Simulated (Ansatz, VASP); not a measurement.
Two plane-wave programs on Cu

```
CELL_PARAMETERS angstrom
0.00000 1.78039 1.86173
1.78039 0.00000 1.86173
1.78039 1.78039 0.00000
ATOMIC_POSITIONS crystal
Cu 0.00000 0.00000 0.00000
```

Change from the starting cell: strain -0.015 along x and y, +0.030 along z, atoms carried along.

Alike in both runs: task single point; functional PBE; k mesh 22 × 22 × 22; occupations gaussian, width 0.15 eV; no spin polarisation.

|  | VASP | Ansatz |
| --- | --- | --- |
| version | VASP 6.6.1 | Ansatz 0.2.0 |
| potentials or method | VASP PAW PBE potentials, release 64 (Cu), cutoff 520 eV | scalar-relativistic, plane waves, PAW |
| valence electrons in the cell | 11 | 19 |

```tsv
	VASP	Ansatz	Ansatz less VASP
gap on the k mesh at the Fermi level (eV)	none	none	-
pressure (GPa)	2.6	1.9	-0.61
traceless stress, the component that is largest in VASP (GPa)	-2.04	-2.04	-0.002
```

A gap of «none» marks a metal or a gap that the smearing closes. The functional is the same, so the differences come from potentials, cutoffs and numerics. VASP's potentials hold 11 valence electrons a cell and Ansatz's 19, so a difference there can come from the potentials and not from the codes.
